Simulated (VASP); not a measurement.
Runs of VASP 6.6.1 on LiHf3As2. The structure is that of space group P6/mmm (No. 191), or close to it. The cells are those of the table. The cell was built from a structure type or drawn by symmetry, and may not be a known phase.

| task | cell | k mesh | cutoff (eV) | gap on the mesh (eV) | pressure (GPa) | relaxed volume (Å³/atom) |
| --- | --- | --- | --- | --- | --- | --- |
| relaxation of cell and atoms | relaxed from a = 5.621, b = 5.621, c = 4.372 Å, angles 90.0, 90.0, 120.0°, 6 atoms | 6 × 6 × 4 | 600 | none | -0.3 | (a) |
| single point | a = 6.443, b = 6.443, c = 3.889 Å, angles 90.0, 90.0, 120.0°, 6 atoms | 6 × 6 × 4 | 520 | none | - | - |
| relaxation of cell and atoms | relaxed from a = 6.443, b = 6.443, c = 3.889 Å, angles 90.0, 90.0, 120.0°, 6 atoms | 6 × 6 × 10 | 600 | none | 0.0 | 23.14 |
| single point | a = 5.621, b = 5.621, c = 4.372 Å, angles 90.0, 90.0, 120.0°, 6 atoms | 6 × 6 × 4 | 520 | none | - | - |
| single point | a = 6.414, b = 6.414, c = 3.904 Å, angles 90.0, 90.0, 120.0°, 6 atoms | 6 × 6 × 10 | 520 | none | - | - |

Alike in all rows: level PBE; potentials or basis VASP PAW PBE potentials, release 64 (Li_sv, Hf_pv, As); no spin polarisation; smearing gaussian 0.1 eV.

Task: Fill in the values left out.

Result: (a) 23.21.

Caveats: some runs use coarse meshes; the cutoff is under 1.25 times the usual one of these potentials, so pressure, stress and relaxed cells hold a basis-set (Pulay) error; spin-orbit coupling is left out, which moves the levels of the heavy elements; the volume moved by over 15 % at a fixed basis, so the end points are rough (at least some runs).

A k mesh can miss the band edges, and the runs leave out spin-orbit coupling on As, Hf.

A gap of «none» marks levels without a gap at the run's occupations.
